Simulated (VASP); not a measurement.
A run of VASP 6.6.1 is set up as follows.

File INCAR:

```
  PREC = Accurate
  ENCUT = 520
  EDIFF = 1E-6
  ISMEAR = 0
  SIGMA = 0.02
  LREAL = F
  LASPH = T
  NELM = 80
  ALGO = Normal
  ISIF = 2
  LWAVE = F
  LCHARG = F
  GGA = CA
  NBANDS = 36
```

KPOINTS

```
regular mesh
0
Gamma
  10 10 4
```

File POSCAR:

```
Si
1.0
    1.9115587848     -5.3476661561      0.0000000000
    1.9115587848      5.3476661561      0.0000000000
    0.0000000000      0.0000000000     12.6538471797
Si
12
Direct
    0.7570405043      0.2429594957      0.9450993343
    0.2429594957      0.7570405043      0.0549006657
    0.7570405043      0.2429594957      0.5549006657
    0.2429594957      0.7570405043      0.4450993343
    0.4286865207      0.5713134793      0.1572242050
    0.5713134793      0.4286865207      0.8427757950
    0.4286865207      0.5713134793      0.3427757950
    0.5713134793      0.4286865207      0.6572242050
    0.9712162890      0.0287837110      0.9093716909
    0.0287837110      0.9712162890      0.0906283091
    0.9712162890      0.0287837110      0.5906283091
    0.0287837110      0.9712162890      0.4093716909
```

Potentials or basis: VASP PAW LDA potentials, release 64 (Si).

The run is started by

```console
$ cat potpaw_LDA.64/Si/POTCAR > POTCAR
$ mpirun -np 1 vasp_std > vasp.out
```

(1) Predict the pressure.

(2) Estimate the band gap on the k mesh.

(3) Estimate the largest force.

Results:

(1) -1.4 GPa.

(2) 0.40 eV (least direct gap 0.49 eV).

(3) 0.041 eV/Å.
